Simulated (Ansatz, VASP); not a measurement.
**BeS in VASP and in Ansatz**

INCAR

```
ALGO     = Normal         # electronic algorithm
EDIFF    = 1E-8           # SCF threshold, eV
ENCUT    = 520            # plane-wave cutoff, eV
GGA      = PE             # functional
ISIF     = 2              # what is computed and relaxed
ISMEAR   = -1             # smearing method
LASPH    = T              # aspherical terms in the spheres
LCHARG   = F              # write CHGCAR
LEFG     = T            
LREAL    = F              # projectors in reciprocal space
LWAVE    = F              # write WAVECAR
NBANDS   = 11             # bands
NELM     = 80             # most SCF steps
PREC     = Accurate       # precision mode
SIGMA    = 0.05           # smearing width, eV
```

The input KPOINTS:

```
k-points
0
Gamma
  12 12 12
```

The input POSCAR:

```
BeS
1.0
    0.0000000000      2.4047076016      2.4047076016
    2.4047076016      0.0000000000      2.4047076016
    2.4047076016      2.4047076016      0.0000000000
Be S
1 1
Direct
    0.0000000000      0.0000000000      0.0000000000
    0.2500000000      0.2500000000      0.2500000000
```

Input for Ansatz:

```yaml
crystal:
  lattice:
    - [0.0, 2.4047076016, 2.4047076016]
    - [2.4047076016, 0.0, 2.4047076016]
    - [2.4047076016, 2.4047076016, 0.0]
  atoms:
    - { symbol: Be, position: [0.0, 0.0, 0.0] }
    - { symbol: S, position: [0.25, 0.25, 0.25] }
kpoints:
  mp_grid: { grid: [12, 12, 12] }
scf:
  occupations: { method: fermi_dirac, width: 0.05 }
hamiltonian:
  xc: pbe
  pseudopotentials: { kind: all_electron, datasets: crystal }
output:
  forces: true
  stress: true
  eigenvalues: true
  efg: { contact_densities: true }
```

Change from the starting cell: volume scaled by 0.96, crystal datasets.

Alike in both runs: task electric field gradients; functional PBE; k mesh 12 × 12 × 12; occupations fermi-dirac, width 0.05 eV; no spin polarisation.

|  | VASP | Ansatz |
| --- | --- | --- |
| version | VASP 6.6.1 | Ansatz 0.2.0 |
| potentials or method | VASP PAW PBE potentials, release 64 (Be, S), cutoff 520 eV | all-electron PAW with datasets made for the crystal, scalar-relativistic |

Ansatz gave:

| Quantity | Value |
| --- | --- |
| gap on the k mesh at the Fermi level (eV) | 3.05 |
| pressure (GPa) | 4.1 |

What did VASP give for the same quantities?

gap on the k mesh at the Fermi level (eV): 3.05; pressure (GPa): 4.2.

Ansatz ran all-electron here, and VASP with PAW potentials.
